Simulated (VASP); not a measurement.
Here is a VASP 6.6.1 calculation.

INCAR

```
SYSTEM = SnO2
  ALGO = Normal
  EDIFF = 1E-7
  ENCUT = 520
  GGA = PE
  ISIF = 2
  ISMEAR = -1
  LASPH = .TRUE.
  LCHARG = .TRUE.
  LELF = .TRUE.
  LREAL = .FALSE.
  LVHAR = .TRUE.
  LWAVE = .FALSE.
  NBANDS = 35
  NELM = 80
  PREC = Accurate
  SIGMA = 0.05
```

File KPOINTS:

```
k-points
0
G
  9 9 3
  0 0 0
```

Contents of POSCAR:

```
SnO2
1.0
    3.2305756168      0.0000000000      0.0000000000
   -1.6152878084      2.7977605530      0.0000000000
    0.0000000000      0.0000000000     10.7905620000
Sn O
2 4
Direct
   -0.0020920000      0.0069410000     -0.0008700000
    0.0013250000     -0.0153100000      0.5008910000
    0.3156150000      0.6637970000      0.9081110000
    0.3255380000      0.6656590000      0.5941060000
    0.6559810000      0.3264620000      0.0920230000
    0.6545020000      0.3264670000      0.4061530000
```

Potentials or basis: VASP PAW PBE potentials, release 64 (Sn_d, O).

The run is started by

```bash
$ cat potpaw_PBE.64/Sn_d/POTCAR potpaw_PBE.64/O/POTCAR > POTCAR
$ mpirun -np 1 vasp_std > vasp.out
```

Task: Predict the largest force.

Result: 0.910 eV/Å.

Task: Estimate the pressure.

Result: 1.3 GPa.

Task: What does it give for the band gap on the k mesh?

Result: 2.09 eV (least direct gap 2.52 eV).

Forces on the atoms (eV/Å):
```
Sn  -0.279 -0.454  0.263
Sn  -0.774  0.420 -0.231
O    0.297  0.178 -0.421
O    0.421 -0.332  0.142
O   -0.019  0.276  0.161
O    0.354 -0.088  0.085
```

Caveat: the cell differs from its parent crystal (atoms moved at random); spin-orbit coupling is left out, which moves the levels of the heavy elements. A k mesh can miss the band edges.
